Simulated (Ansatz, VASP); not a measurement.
**Te: VASP beside Ansatz**

```
Te
1.0
     2.27462    1.31325    1.77617
    -2.27462    1.31325    1.77617
     0.00000   -2.62650    1.77617
Te
1
Cartesian
  0.0000 0.0000 2.6643
```

Alike in both runs: task single point; functional PBE; k mesh 15 × 15 × 15; occupations gaussian, width 0.15 eV; no spin polarisation.

|  | VASP | Ansatz |
| --- | --- | --- |
| version | VASP 6.6.1 | Ansatz 0.2.0 |
| potentials or method | VASP PAW PBE potentials, release 64 (Te), cutoff 520 eV | scalar-relativistic, plane waves, PAW |
| valence electrons in the cell | 6 | 16 |

```tsv
	VASP	Ansatz	Ansatz less VASP
gap on the k mesh at the Fermi level (eV)	none	none	-
pressure (GPa)	1.4	1.4	+0.04
traceless stress, the component that is largest in VASP (GPa)	0.09	0.09	+0.001
```

A gap of «none» marks a metal or a gap that the smearing closes. With one functional, cell and mesh, what is left measures potentials, basis and numerics. VASP's potentials hold 6 valence electrons a cell and Ansatz's 16, so a difference there can come from the potentials and not from the codes.

Neither program's run includes spin-orbit coupling.
